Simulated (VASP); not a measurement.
Si2W:

```
Si W
1.0
    -1.61450    1.61450    3.93266
     1.61450   -1.61450    3.93266
     1.61450    1.61450   -3.93266
Si W
2 1
Direct
  0.33449 0.33449 0.00000
  0.66551 0.66551 0.00000
  0.00000 0.00000 0.00000
```

Base run:

- Program: VASP 6.6.1
- Functional: PBE
- Potentials or basis: VASP PAW PBE potentials, release 64 (Si, W_sv)
- Cutoff: 520 eV
- k mesh: 14 × 14 × 14
- Occupations: gaussian, width 0.05 eV
- Spin: non-collinear spin, zero start, spin-orbit coupling
- Starting moments: [[0.0, 0.0, 0.0], [0.0, 0.0, 0.0], [0.0, 0.0, 0.0]] μB

Its results: pressure 0.4 GPa; net moment 0.00 μB per cell; largest force 0.006 eV/Å.

Task: The run is repeated on the same cell with these changes: functional from PBE to PBEsol; dispersion from none to D4. What comes out?

Result: Pressure -8.0 GPa; net moment 0.00 μB per cell; largest force 0.056 eV/Å.

Several settings changed at once.

Caveats: the cell stands under tension (at least some runs); the PAW data sets were made with another functional, which shifts forces and pressure a little (at least some runs).
